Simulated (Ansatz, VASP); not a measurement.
Co: VASP beside Ansatz

```
Co
1.0
    -1.41871    1.41871    1.41871
     1.41871   -1.41871    1.41871
     1.41871    1.41871   -1.41871
Co
1
Direct
  0.00000 0.00000 0.00000
```

Alike in both runs: task single point; functional PBE; k mesh 20 × 20 × 20; occupations gaussian, width 0.1 eV; collinear spin.

|  | VASP | Ansatz |
| --- | --- | --- |
| version | VASP 6.6.1 | Ansatz 0.2.0 |
| potentials or method | VASP PAW PBE potentials, release 64 (Co), cutoff 520 eV | scalar-relativistic, plane waves, PAW |
| valence electrons in the cell | 9 | 17 |

```tsv
	VASP	Ansatz	Ansatz less VASP
gap on the k mesh at the Fermi level (eV)	none	none	-
pressure (GPa)	-6.1	-5.5	+0.64
net moment per atom (μB)	1.75	1.77	+0.020
size of the moment on the site where the two differ most (μB)	1.78	1.84	+0.063
```

Site moments also hang on the region over which each program counts them. A gap of «none» marks a metal or a gap that the smearing closes. VASP's potentials hold 9 valence electrons a cell and Ansatz's 17, so a difference there can come from the potentials and not from the codes.
